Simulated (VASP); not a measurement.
# GaN (P6_3mc) in VASP: a series of runs, part 2 of 2

VASP 6.6.1.

### 5 Single point, PBE

This run uses another cell than the first one, of the same volume but with other edges.

File INCAR:

```
  PREC = Accurate
  ENCUT = 520
  EDIFF = 1E-6
  ISMEAR = 0
  SIGMA = 0.05
  LREAL = F
  LASPH = T
  NELM = 60
  ALGO = Normal
  ISIF = 2
  LWAVE = F
  LCHARG = F
  GGA = PE
  NBANDS = 26
```

File KPOINTS:

```
Automatic mesh
0
Gamma
  12 12 6
```

File POSCAR:

```
GaN
1.0
    2.9489187316      0.0000000000      0.0000000000
   -1.4744593658      2.5538385353      0.0000000000
    0.0000000000      0.0000000000      6.2451750575
Ga N
2 2
Direct
    0.3333333333      0.6666666667      0.9991316875
    0.6666666667      0.3333333333      0.4991316875
    0.3333333333      0.6666666667      0.3758683125
    0.6666666667      0.3333333333      0.8758683125
```

Potentials or basis: VASP PAW PBE potentials, release 64 (Ga_d, N).

Command:

```bash
> cat potpaw_PBE.64/Ga_d/POTCAR potpaw_PBE.64/N/POTCAR > POTCAR
> mpirun -np 1 vasp_std > vasp.out
```

OUTCAR:

```text
PREC = Accurate
   ENCUT = 520
   EDIFF = 1E-6
   ISMEAR = 0
   LREAL = F
   LASPH = T
   NELM = 60
   ISIF = 2
   GGA = PE

 ion  position               nearest neighbor table
   1  0.333  0.667  0.999-   4 1.87   4 1.87   4 1.87
   2  0.667  0.333  0.499-   3 1.87   3 1.87   3 1.87
   3  0.333  0.667  0.376-   2 1.87   2 1.87   2 1.87
   4  0.667  0.333  0.876-   1 1.87   1 1.87   1 1.87

  LATTYP: Found a hexagonal cell.
 ALAT       =     2.9489187316
 C/A-ratio  =     2.1177847292

  Lattice vectors:

 A1 = (   2.9489187316,   0.0000000000,   0.0000000000)
 A2 = (  -1.4744593658,   2.5538385353,   0.0000000000)
 A3 = (   0.0000000000,   0.0000000000,   6.2451750575)

Analysis of symmetry for initial positions (statically):
=====================================================================
 Subroutine PRICEL returns:
 Original cell was already a primitive cell.

 Routine SETGRP: Setting up the symmetry group for a
 hexagonal supercell.

[... 162 lines left out ...]

 number of electron      36.0000006 magnetization

 Free energy of the ion-electron system (eV)
  ---------------------------------------------------
  ext. energy  EPLUGINS =         0.00000000
  ---------------------------------------------------
  free energy    TOTEN  =       -22.31009468 eV

  energy without entropy =      -22.30997706  energy(sigma->0) =      -22.31003587

 E-fermi :   5.5391     XC(G=0): -11.4959

 val. band max:        5.5185701335   @ k =   0.0000   0.0000   0.0000
 cond. band min:       5.8110020815   @ k =   0.0833   0.0000   0.0000
 fundamental gap:      0.2924319480
 Fermi energy:         5.5390705399

 k-point     1 :       0.0000    0.0000    0.0000
  band No.  band energies     occupation
      1     -11.0937      2.00000
      2     -10.5633      2.00000
      3      -8.5880      2.00000
      4      -8.5880      2.00000
      5      -8.5692      2.00000
      6      -8.5692      2.00000
[... 685 lines left out ...]
     25      16.9789      0.00000
     26      18.4372      0.00000

 [... further k-points ...]
[... 5 lines left out ...]
  --------------------------------------------------------------------------------------
  -------------------------------------------------------------------------------------
  Total       11.7007689     11.7007689     -9.6701597      0.0000000      0.0000000      0.0000000
  in kB      398.5879159    398.5879159   -329.4150022      0.0000000      0.0000000      0.0000000
  external PRESSURE =     155.9202765 kB  Pullay stress =       0.0000000 kB

 VOLUME and BASIS-vectors are now :
 -----------------------------------------------------------------------------
  energy-cutoff  :      520.00
  volume of cell :       47.03
      direct lattice vectors                 reciprocal lattice vectors
     2.948918732  0.000000000  0.000000000     0.339107344  0.195783717  0.000000000
    -1.474459366  2.553838535  0.000000000     0.000000000  0.391567433  0.000000000
     0.000000000  0.000000000  6.245175058     0.000000000  0.000000000  0.160123614

 POSITION                                       TOTAL-FORCE (eV/Angst)
 -----------------------------------------------------------------------------------
     -0.00000      1.70256      6.23975         0.000000     -0.000000      0.308228
      1.47446      0.85128      3.11716        -0.000000      0.000000      0.308228
     -0.00000      1.70256      2.34736         0.000000     -0.000000     -0.308228
      1.47446      0.85128      5.46995        -0.000000      0.000000     -0.308228
 -----------------------------------------------------------------------------------
    total drift:                               -0.000000      0.000000      0.001606

  FREE ENERGIE OF THE ION-ELECTRON SYSTEM (eV)
  ---------------------------------------------------
  free  energy   TOTEN  =       -22.3100946838 eV

  energy  without entropy=      -22.3099770593  energy(sigma->0) =      -22.31003587
```

OSZICAR:

```text
N       E                     dE             d eps       ncg     rms          rms(c)
DAV:   1     0.281620542147E+03    0.28162E+03   -0.17756E+04  4274   0.258E+03
DAV:   2     0.912920938501E+01   -0.27249E+03   -0.25651E+03  4360   0.490E+02
DAV:   3    -0.257209937803E+02   -0.34850E+02   -0.34331E+02  4736   0.143E+02
DAV:   4    -0.268709528010E+02   -0.11500E+01   -0.11457E+01  4700   0.279E+01
DAV:   5    -0.268954884662E+02   -0.24536E-01   -0.24502E-01  4954   0.387E+00    0.115E+01
DAV:   6    -0.222451159171E+02    0.46504E+01   -0.12026E+01  6610   0.539E+01    0.335E+00
DAV:   7    -0.223423217911E+02   -0.97206E-01   -0.17193E+00  4246   0.103E+01    0.285E+00
DAV:   8    -0.223203126306E+02    0.22009E-01   -0.21452E-01  6586   0.507E+00    0.640E-01
DAV:   9    -0.223093866287E+02    0.10926E-01   -0.55276E-02  6012   0.382E+00    0.315E-01
DAV:  10    -0.223101617009E+02   -0.77507E-03   -0.54614E-03  4252   0.765E-01    0.728E-02
DAV:  11    -0.223100802790E+02    0.81422E-04   -0.12490E-03  5512   0.632E-01    0.266E-02
DAV:  12    -0.223100917795E+02   -0.11501E-04   -0.17288E-04  4176   0.102E-01    0.162E-02
DAV:  13    -0.223100959565E+02   -0.41771E-05   -0.37808E-05  5328   0.465E-02    0.113E-02
DAV:  14    -0.223100946233E+02    0.13333E-05   -0.71813E-06  4210   0.260E-02    0.350E-03
DAV:  15    -0.223100946838E+02   -0.60514E-07   -0.57030E-07  2246   0.133E-02
   1 F= -.22310095E+02 E0= -.22310036E+02  d E =-.117625E-03
```

Run time: 2.6 min. Hardware: 1 thread of AMD EPYC 7R13, shared host; peak memory 0.19 GiB.

Results:

```yaml
Free_energy: -22.3101 eV
Pressure: 15.6 GPa
Largest_force: 0.308 eV/Å
Band_gap_on_the_k_mesh: zero (filled and empty bands touch)
```

Forces on the atoms (eV/Å):
```
Ga   0.000  0.000  0.308
Ga   0.000  0.000  0.308
N    0.000  0.000 -0.308
N    0.000  0.000 -0.308
```

Stress tensor (GPa, compression positive):
```
 39.86   0.00   0.00
  0.00  39.86   0.00
  0.00   0.00 -32.94
```

Caveat: the stress differs along the axes, from -33 to 40 GPa; semilocal functionals underestimate gaps, and a narrow one can read as zero.

### 6 The runs side by side

```tsv
cell	gap on the mesh (eV)	pressure (GPa)	largest force (eV/Å)
a = 3.263, b = 3.263, c = 5.102 Å, angles 90.0, 90.0, 120.0°, 4 atoms	1.72	0.5	0.42
a = 3.167, b = 3.167, c = 5.416 Å, angles 90.0, 90.0, 120.0°, 4 atoms	1.55	0.7	0.32
a = 3.467, b = 3.467, c = 4.518 Å, angles 90.0, 90.0, 120.0°, 4 atoms	1.68	14.5	4.87
a = 2.949, b = 2.949, c = 6.245 Å, angles 90.0, 90.0, 120.0°, 4 atoms	none	15.6	0.31
```

Alike in all rows: task single point; level PBE; potentials or basis VASP PAW PBE potentials, release 64 (Ga_d, N); no spin polarisation; k mesh 12 × 12 × 6; cutoff (eV) 520; smearing gaussian 0.05 eV.

Caveats: the stress differs along the axes, from -4 to 10 GPa (at least some runs); the stress differs along the axes, from -10 to 6 GPa (at least some runs); the stress differs along the axes, from -17 to 77 GPa (at least some runs); forces of over 1 eV/Å act on the atoms, so gaps and moduli don't describe the material at rest (at least some runs); the stress differs along the axes, from -33 to 40 GPa (at least some runs); semilocal functionals underestimate gaps, and a narrow one can read as zero (at least some runs).

Absolute energies hang on the potentials; compare differences alone.

The gap in the log of VASP goes by the Fermi energy; the results here count the filled bands.